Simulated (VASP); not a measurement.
MgO (Periclase), 2 atoms in the cell. Symmetry: Fm-3m, No. 225, cubic system. The conventional cell has a = 4.217 Å, b = 4.217 Å, c = 4.217 Å, α = 90.00°, β = 90.00°, γ = 90.00°. Within 2.8 Å of Mg (site symmetry m-3m) lie 6 O at 2.11 Å. O (site symmetry m-3m) has 6 Mg at 2.11 Å within 2.8 Å. 

* Program: VASP 6.6.1
* Task: single point
* Functional: PBE
* Dispersion: D3(BJ)
* Potentials or basis: VASP PAW PBE potentials, release 64 (Mg, O)
* Cutoff: 600 eV
* k mesh: 4 × 4 × 4
* Occupations: gaussian, width 0.01 eV
* Spin: no spin polarisation
* Dipole correction: no
* Further INCAR settings: ALGO = Normal; EDIFF = 1e-06; NBANDS = 11

Potentials or basis: VASP PAW PBE potentials, release 64 (Mg, O).

Command:

```console
$ cat potpaw_PBE.64/Mg/POTCAR potpaw_PBE.64/O/POTCAR > POTCAR
$ mpirun -np 1 vasp_std > vasp.out
```

Hardware: 1 thread of Intel Xeon 8259CL, with other jobs on the host.

Problem. How long does it take, and how much memory?

Solution. Run time: 5.1 s on 1 thread of Intel Xeon 8259CL (shared host), peak memory 0.15 GiB. Counts: scf iterations 12, k points 8.
